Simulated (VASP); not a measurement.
Wanted: the native input for a VASP 6.6.1 run.

```
Task                   : single point
Functional             : PBE
Potentials or basis    : VASP PAW PBE potentials, release 64 (Al, C)
Cutoff                 : 520 eV
k mesh                 : 3 × 3 × 4
Occupations            : gaussian, width 0.1 eV
Spin                   : no spin polarisation
Dipole correction      : no
Further INCAR settings : ALGO = Normal; EDIFF = 1e-06; NBANDS = 28
```

The structure of Al3C2 lies in POSCAR:

```
Al3C2
1.0
    6.8018759500      0.0000000000      0.0000000000
   -3.4009379700      5.8905973700      0.0000000000
    0.0000000000      0.0000000000      4.2146764300
Al C
6 4
Direct
    0.3863689600      0.0808029700      0.2500000000
    0.6136310400      0.9191970300      0.7500000000
    0.9191970300      0.3055659900      0.2500000000
    0.0808029700      0.6944340100      0.7500000000
    0.6944340100      0.6136310400      0.2500000000
    0.3055659900      0.3863689600      0.7500000000
    0.3333333300      0.6666666700      0.2500000000
    0.6666666700      0.3333333300      0.7500000000
    0.0000000000      0.0000000000      0.0000000000
    0.0000000000      0.0000000000      0.5000000000
```

One way to write it, as run:

INCAR

```
SYSTEM = Al3C2
  PREC = Accurate
  ENCUT = 520
  EDIFF = 1E-6
  ISMEAR = 0
  SIGMA = 0.1
  LREAL = .False.
  LASPH = .True.
  NELM = 80
  ALGO = Normal
  ISIF = 2
  LWAVE = .False.
  LCHARG = .True.
  GGA = PE
  LELF = .True.
  LVHAR = .True.
  NBANDS = 28
```

KPOINTS

```
regular mesh
0
Gamma
  3 3 4
  0 0 0
```

Potentials or basis: VASP PAW PBE potentials, release 64 (Al, C).

The run is started by

```console
$ cat potpaw_PBE.64/Al/POTCAR potpaw_PBE.64/C/POTCAR > POTCAR
$ mpirun -np 1 vasp_std > vasp.out
```

Results of the run:

```json
{"Pressure": "-21.6 GPa", "Largest force": "0.740 eV/Å", "Band gap on the k mesh": "zero (band 17 reaches 5.55 eV, above the bottom of band 18 at 4.67 eV)"}
```

Caveat: the k points lie up to 0.37 Å⁻¹ apart.

Run time: 29 s on 1 thread of Intel(R) Xeon(R) 6975P-C (Granite Rapids), with other jobs on the host, peak memory 0.28 GiB.
